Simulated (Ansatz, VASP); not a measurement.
**WSe2: VASP beside Ansatz**

```
W Se
1.0
     3.32069    0.00000    0.00000
    -1.66035    2.87581    0.00000
     0.00000    0.00000   15.25746
W Se
2 4
Direct
  0.33333 0.66667 0.25000
  0.66667 0.33333 0.75000
  0.33333 0.66667 0.64002
  0.66667 0.33333 0.14002
  0.33333 0.66667 0.85998
  0.66667 0.33333 0.35998
```

Alike in both runs: functional PBE; k mesh 12 × 12 × 2; occupations gaussian, width 0.02 eV; no spin polarisation.

Ansatz relaxed the structure, and its values are those at the end. VASP's run is a single point on that final structure, the one shown.

|  | VASP | Ansatz |
| --- | --- | --- |
| version | VASP 6.6.1 | Ansatz 0.2.0 |
| potentials or method | VASP PAW PBE potentials, release 64 (W_sv, Se), cutoff 520 eV | scalar-relativistic, plane waves, PAW |
| valence electrons in the cell | 52 | 92 |

```csv
,VASP,Ansatz,Ansatz less VASP
gap on the k mesh at the Fermi level (eV),1.48,1.48,-0.001
least direct gap on the mesh (eV),1.52,1.53,+0.003
pressure (GPa),0.3,0.0,-0.24
rms of the force components (eV/Å),0.023,0.002,-0.0207
```

VASP's potentials hold 52 valence electrons a cell and Ansatz's 92, so a difference there can come from the potentials and not from the codes.

Spin-orbit coupling is off throughout.
